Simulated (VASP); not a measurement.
Set up this calculation in VASP 6.6.1, as the native input.

- Task: relaxation of cell and atoms
- Functional: LDA
- Potentials or basis: VASP PAW LDA potentials, release 64 (Mg)
- Cutoff: 600 eV
- k mesh: 15 × 15 × 15
- Occupations: fermi-dirac, width 0.08 eV
- Spin: no spin polarisation
- Dipole correction: no
- Further INCAR settings: ALGO = Normal; EDIFF = 1e-07; IBRION = 2; EDIFFG = -0.005; NSW = 60; ISIF = 3

The structure of Mg lies in POSCAR:

```
Mg
1.0
   -1.7545730733      1.7545730733      1.7545730733
    1.7545730733     -1.7545730733      1.7545730733
    1.7545730733      1.7545730733     -1.7545730733
Mg
1
Direct
    0.0000000000      0.0000000000      0.0000000000
```

One way to write it, as run:

INCAR

```
PREC = Accurate ; ENCUT = 600
EDIFF = 1E-7 ; ISMEAR = -1
SIGMA = 0.08 ; LREAL = False
LASPH = True ; NELM = 80
ALGO = Normal ; ISIF = 3
LWAVE = False ; LCHARG = False
GGA = CA ; IBRION = 2
NSW = 60 ; EDIFFG = -0.005
```

KPOINTS

```
regular mesh
0
Gamma
  15 15 15
```

Potentials or basis: VASP PAW LDA potentials, release 64 (Mg).

Launch:

```sh
$ cat potpaw_LDA.64/Mg/POTCAR > POTCAR
$ mpirun -np 1 vasp_std > vasp.out
```

It gave:

```
Relaxed volume                         : 21.39 Å³/atom
Relaxed cell                           : a = 3.029 Å, b = 3.029 Å, c = 3.029 Å, α = 109.47°, β = 109.47°, γ = 109.47°
Space group after relaxing (to 0.05 Å) : Im-3m (No. 229)
Energy gained by relaxing              : 0.3 meV/atom
Ionic steps                            : 3
Pressure after relaxing                : 0.0 GPa
Band gap on the k mesh                 : zero (band 1 reaches 5.65 eV, above the bottom of band 2 at 2.01 eV)
```

It took 12 s on 1 thread of Intel(R) Xeon(R) Platinum 8259CL CPU @ 2.50GHz (Skylake/Cascade Lake), on a shared host, peak memory 0.14 GiB.
